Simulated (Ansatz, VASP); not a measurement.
**Two plane-wave programs on Al**

The input INCAR:

```
ALGO     = Fast           # electronic algorithm
EDIFF    = 1E-6           # SCF threshold, eV
ENCUT    = 520            # plane-wave cutoff, eV
GGA      = PE             # functional
ISIF     = 2              # what is computed and relaxed
ISMEAR   = 0              # smearing method
IVDW     = 12             # dispersion correction
LASPH    = T              # aspherical terms in the spheres
LCHARG   = T              # write CHGCAR
LELF     = T              # ELF
LREAL    = F              # projectors in reciprocal space
LVHAR    = T            
LWAVE    = F              # write WAVECAR
NBANDS   = 18             # bands
NELM     = 80             # most SCF steps
PREC     = Accurate       # precision mode
SIGMA    = 0.15           # smearing width, eV
```

The input KPOINTS:

```
k-points
0
Gamma
  18 18 3
```

Contents of POSCAR:

```
Al
1.0
   -2.8035700760      0.0000000000      0.0000000000
   -1.4017850380     -2.4279629071      0.0000000000
   -0.1557538931     -0.2697736563     14.0252688885
Al
6
Direct
    0.6666666667      0.6574055556      0.0833500000
    0.6666666667      0.6203685185      0.4166833333
    0.6666666667      0.5833314815      0.7500166667
    0.3333333333      0.2314796296      0.9166833333
    0.3333333333      0.3055537037      0.2500166667
    0.3333333333      0.2685166667      0.5833500000
```

Input for Ansatz:

```yaml
crystal:
  lattice:
    - [-2.803570076, 0.0, 0.0]
    - [-1.401785038, -2.4279629071, 0.0]
    - [-0.1557538931, -0.2697736563, 14.0252688885]
  atoms:
    - { symbol: Al, position: [0.6666666667, 0.6574055556, 0.08335] }
    - { symbol: Al, position: [0.6666666667, 0.6203685185, 0.4166833333] }
    - { symbol: Al, position: [0.6666666667, 0.5833314815, 0.7500166667] }
    - { symbol: Al, position: [0.3333333333, 0.2314796296, 0.9166833333] }
    - { symbol: Al, position: [0.3333333333, 0.3055537037, 0.2500166667] }
    - { symbol: Al, position: [0.3333333333, 0.2685166667, 0.58335] }
basis:
  ecutwfc: 420
kpoints:
  mp_grid: { grid: [18, 18, 3] }
hamiltonian:
  xc: pbe
  pseudopotentials: { kind: paw, azcp: { folder: soft_1 } }
  dispersion: d3bj
scf:
  occupations: { method: gaussian, width: 0.15 }
output:
  forces: true
  stress: true
  eigenvalues: true
```

Alike in both runs: task single point; functional PBE; dispersion D3(BJ); k mesh 18 × 18 × 3; occupations gaussian, width 0.15 eV; no spin polarisation.

```csv
,VASP,Ansatz
version,VASP 6.6.1,Ansatz 0.2.0
potentials or method,"VASP PAW PBE potentials, release 64 (Al), cutoff 520 eV","scalar-relativistic, plane waves, PAW"
valence electrons in the cell,18,18
```

Ansatz gave:

```
gap on the k mesh at the Fermi level (eV)                     : none
pressure (GPa)                                                : 0.2
traceless stress, the component that is largest in VASP (GPa) : -1.06
rms of the force components (eV/Å)                            : 0.058
```

Task: Estimate VASP's values.

Result: gap on the k mesh at the Fermi level (eV): none; pressure (GPa): 0.2; traceless stress, the component that is largest in VASP (GPa): -1.05; rms of the force components (eV/Å): 0.057.

Atom by atom the forces differ by 0.000 eV/Å (rms over components). A gap of «none» marks a metal or a gap that the smearing closes.
